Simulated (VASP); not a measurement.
# AlNi in VASP: further runs, part 2 of 2

VASP 6.6.1. Earlier steps stand in the parts before.

## Step 4: Relaxation of cell and atoms, PBE

This run uses another cell than the first one, of the same volume but with other edges.

INCAR reads:

```
PREC     = Accurate       # precision mode
ENCUT    = 600            # plane-wave cutoff, eV
EDIFF    = 1E-6           # SCF threshold, eV
ISMEAR   = 0              # smearing method
SIGMA    = 0.1            # smearing width, eV
LREAL    = F              # projectors in reciprocal space
LASPH    = T              # aspherical terms in the spheres
NELM     = 60             # most SCF steps
ALGO     = Fast           # electronic algorithm
ISIF     = 3              # what is computed and relaxed
LWAVE    = F              # write WAVECAR
LCHARG   = F              # write CHGCAR
GGA      = PE             # functional
IBRION   = 2              # ionic algorithm
NSW      = 100            # ionic steps
EDIFFG   = -0.01          # ionic threshold
```

KPOINTS reads:

```
regular mesh
0
Gamma
  20 20 18
```

POSCAR reads:

```
AlNi
1.0
    2.8259528775      0.0000000000      0.0000000000
    0.0000000000      2.8259528775      0.0000000000
    0.0000000000      0.0000000000      3.0366568006
Al Ni
1 1
Direct
    0.0000000000      0.0000000000      0.0000000000
    0.5000000000      0.5000000000      0.5000000000
```

Potentials or basis: VASP PAW PBE potentials, release 64 (Al, Ni).

Run with:

```
$ cat potpaw_PBE.64/Al/POTCAR potpaw_PBE.64/Ni/POTCAR > POTCAR
$ mpirun -np 1 vasp_std > vasp.out
```

OUTCAR:

```text
PREC = Accurate
   ENCUT = 600
   EDIFF = 1E-6
   ISMEAR = 0
   LREAL = F
   LASPH = T
   NELM = 60
   ISIF = 3
   GGA = PE
   IBRION = 2
   NSW = 100
   EDIFFG = -0.01

 ion  position               nearest neighbor table
   1  0.000  0.000  0.000-   2 2.51   2 2.51   2 2.51   2 2.51   2 2.51   2 2.51   2 2.51   2 2.51

   2  0.500  0.500  0.500-   1 2.51   1 2.51   1 2.51   1 2.51   1 2.51   1 2.51   1 2.51   1 2.51

  LATTYP: Found a simple tetragonal cell.
 ALAT       =     2.8259528775
 C/A-ratio  =     1.0745603102

  Lattice vectors:

 A1 = (   2.8259528775,   0.0000000000,   0.0000000000)
 A2 = (   0.0000000000,   2.8259528775,   0.0000000000)
 A3 = (   0.0000000000,   0.0000000000,   3.0366568006)

Analysis of symmetry for initial positions (statically):
=====================================================================
 Subroutine PRICEL returns:
 Original cell was already a primitive cell.

 Routine SETGRP: Setting up the symmetry group for a
 simple tetragonal supercell.

 Subroutine GETGRP returns: Found 16 space group operations
[... 177 lines left out ...]
  in kB       12.4461167     12.4461167    -26.1938895      0.0000000      0.0000000      0.0000000
  external PRESSURE =      -0.4338854 kB  Pullay stress =       0.0000000 kB
[... 275 lines left out ...]
--------------------------------------- Ionic step        9  -------------------------------------------

 number of electron      13.0000013 magnetization

 Free energy of the ion-electron system (eV)
  ---------------------------------------------------
  ext. energy  EPLUGINS =         0.00000000
  ---------------------------------------------------
  free energy    TOTEN  =       -10.54024611 eV

  energy without entropy =      -10.53583102  energy(sigma->0) =      -10.53803857

 E-fermi :   9.8485     XC(G=0): -11.9853

 val. band max:        9.8444604520   @ k =   0.3500   0.0500   0.2222
 cond. band min:       9.8589923832   @ k =   0.3500   0.3000   0.0556
 fundamental gap:      0.0145319312
 Fermi energy:         9.8484992292

 k-point     1 :       0.0000    0.0000    0.0000
  band No.  band energies     occupation
      1      -1.1889      2.00000
      2       6.6902      2.00000
      3       6.6910      2.00000
      4       8.3356      2.00000
      5       8.3421      2.00000
      6       8.3421      2.00000
      7      15.2638      0.00000
      8      15.2638      0.00000
      9      15.3656      0.00000
     10      17.9468      0.00000
[... 287 lines left out ...]
 k-point    24 :       0.2000    0.1000    0.0000
  band No.  band energies     occupation
      1      -0.2882      2.00000
      2       6.5732      2.00000
      3       6.8413      2.00000
      4       7.9705      2.00000
      5       8.0894      2.00000
      6       8.3039      2.00000
      7      11.6720      0.00000
      8      14.5217      0.00000
      9      16.5069      0.00000
     10      18.9228      0.00000

 [... further k-points ...]

------------------------ aborting loop because EDIFF is reached ----------------------------------------

  FORCE on cell =-STRESS in cart. coord.  units (eV):
  Direction    XX          YY          ZZ          XY          YZ          ZX
  --------------------------------------------------------------------------------------
  -------------------------------------------------------------------------------------
  Total       -0.0171302     -0.0171302     -0.0046994      0.0000000     -0.0000000      0.0000000
  in kB       -1.1327774     -1.1327774     -0.3107624      0.0000000     -0.0000000      0.0000000
  external PRESSURE =      -0.8587724 kB  Pullay stress =       0.0000000 kB
[... 17 lines left out ...]
  FREE ENERGIE OF THE ION-ELECTRON SYSTEM (eV)
  ---------------------------------------------------
  free  energy   TOTEN  =       -10.5402461092 eV

  energy  without entropy=      -10.5358310224  energy(sigma->0) =      -10.53803857

 reached required accuracy - stopping structural energy minimisation
```

CONTCAR:

```text
AlNi
   1.00000000000000
     2.8964003434421519    0.0000000000000000    0.0000000000000000
     0.0000000000000000    2.8964003434421519   -0.0000000000000000
     0.0000000000000000    0.0000000000000000    2.8880961083057448
  Al              Ni
     1     1
Direct
     0.0000000000000000    1.0000000000000000    1.0000000000000000
     0.5000000000000000    0.5000000000000000    0.5000000000000000

  0.00000000E+00  0.00000000E+00  0.00000000E+00
  0.00000000E+00  0.00000000E+00  0.00000000E+00
```

It took 5.2 min on 1 thread of Intel Xeon Platinum 8488C (Sapphire Rapids), shared host; peak memory 0.36 GiB.

What came out:

| Property | Result |
| --- | --- |
| Free energy | -10.5402 eV |
| Relaxed volume | 12.11 Å³/atom |
| Relaxed cell | a = 2.896 Å, b = 2.896 Å, c = 2.888 Å, α = 90.00°, β = 90.00°, γ = 90.00° |
| Space group after relaxing (to 0.1 Å) | Pm-3m (No. 221) |
| Energy gained by relaxing | 7.9 meV/atom |
| Ionic steps | 9 |
| Pressure after relaxing | -0.1 GPa |
| Band gap on the k mesh | zero (an odd number of electrons rules out a gap without spin polarisation) |

Stress tensor (GPa, compression positive):
```
-0.11  0.00  0.00
 0.00 -0.11  0.00
 0.00  0.00 -0.03
```

Step by step:
```csv
step,energy change (eV),largest force (eV/Å),pressure (GPa),volume (Å³)
1,0.0000,0.0000,-0.04,24.25
2,-0.0051,0.0000,-0.03,24.24
3,-0.0149,0.0000,0.20,24.18
4,-0.0157,0.0000,0.50,24.14
5,-0.0157,0.0000,0.24,24.15
6,-0.0157,0.0000,0.22,24.15
7,-0.0158,0.0000,-0.29,24.25
8,-0.0158,0.0000,0.14,24.22
9,-0.0158,0.0000,-0.09,24.23
```

Final structure:
```
Al Ni
1.0
     2.89640    0.00000    0.00000
     0.00000    2.89640    0.00000
     0.00000    0.00000    2.88810
Al Ni
1 1
Direct
  0.00000 0.00000 0.00000
  0.50000 0.50000 0.50000
```

Levels at points of the mesh, in eV from the Fermi level:
```csv
k point,band 3,band 4,band 5,band 6,band 7,band 8,band 9,band 10
"(0.00, 0.00, 0.00)",-3.16,-1.51,-1.51,-1.51,5.42,5.42,5.52,8.10
"(0.50, 0.00, 0.00)",-2.69,-2.20,-2.19,-1.42,-0.64,8.27,9.93,10.02
"(0.50, 0.50, 0.00)",-2.86,-2.86,-2.02,-2.02,-0.99,1.45,2.39,12.18
"(0.00, 0.00, 0.50)",-2.69,-2.21,-2.21,-1.43,-0.62,8.27,9.94,9.94
"(0.50, 0.00, 0.50)",-2.84,-2.83,-2.03,-2.03,-0.99,1.47,2.42,12.11
"(0.50, 0.50, 0.50)",-4.02,-0.96,-0.96,2.02,2.02,2.03,3.58,4.40
```

## Step 5: Overview

| task | cell | k mesh | cutoff (eV) | gap on the mesh (eV) | pressure (GPa) |
| --- | --- | --- | --- | --- | --- |
| single point | a = 2.894, b = 2.894, c = 2.890 Å, 2 atoms | 20 × 20 × 18 | 520 | none | -0.2 |
| relaxation of cell and atoms | relaxed from a = 2.894 Å, 2 atoms | 20 × 20 × 20 | 600 | none | -0.1 |
| relaxation of cell and atoms | relaxed from a = 2.826, b = 2.826, c = 3.037 Å, 2 atoms | 20 × 20 × 18 | 600 | none | -0.1 |

Alike in all rows: level PBE; potentials or basis VASP PAW PBE potentials, release 64 (Al, Ni); no spin polarisation; smearing gaussian 0.1 eV.

Caveats: the relaxation stopped at its first step, so nothing moved (at least some runs).

Total energies depend on the potentials used, so only differences within one code and one set of settings carry meaning.
